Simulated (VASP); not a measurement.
Runs of VASP 6.6.1 on La. The structure is that of space group Fm-3m (No. 225), or close to it. The cells are those of the table. This isn't the form of La at room conditions, which is double hcp.

| task | level | spin | fixed moment (μB) | cell | k mesh | cutoff (eV) | smearing | pressure (GPa) | moment (μB) |
| --- | --- | --- | --- | --- | --- | --- | --- | --- | --- |
| single point | pbe exchange, lda correlation | collinear | 1.0 | a = 3.766 Å, angles 60.0°, 1 atom | 9 × 9 × 9 | 500 | methfessel-paxton 0.025 eV | 3.5 | 1.00 |
| single point | pbe exchange, lda correlation | collinear | 1.0 | a = 3.791 Å, angles 60.0°, 1 atom | 9 × 9 × 9 | 500 | methfessel-paxton 0.025 eV | (a) | 1.00 |
| single point | PBEsol+D4 | non-collinear, typed start, SOC | - | a = 3.591 Å, angles 60.0°, 1 atom | 7 × 7 × 7 | 520 | fermi-dirac 0.1 eV | -0.1 | 0.00 |
| single point | pbe exchange, lda correlation | collinear | 1.0 | a = 3.741 Å, angles 60.0°, 1 atom | 9 × 9 × 9 | 500 | methfessel-paxton 0.025 eV | 4.2 | 1.00 |
| relaxation of cell and atoms | PBEsol+D4 | non-collinear, typed start, SOC | - | relaxed from a = 3.741 Å, angles 60.0°, 1 atom | 7 × 7 × 7 | 600 | fermi-dirac 0.1 eV | -0.1 | 0.00 |

Alike in all rows: potentials or basis VASP PAW PBE potentials, release 64 (La).

Task: Fill in the values left out.

Result: (a) 2.9.

Caveats: the PAW data sets were made with another functional, which shifts forces and pressure a little; the total moment is fixed, so each spin has its own Fermi level (at least some runs); the cell stands under pressure (at least some runs).
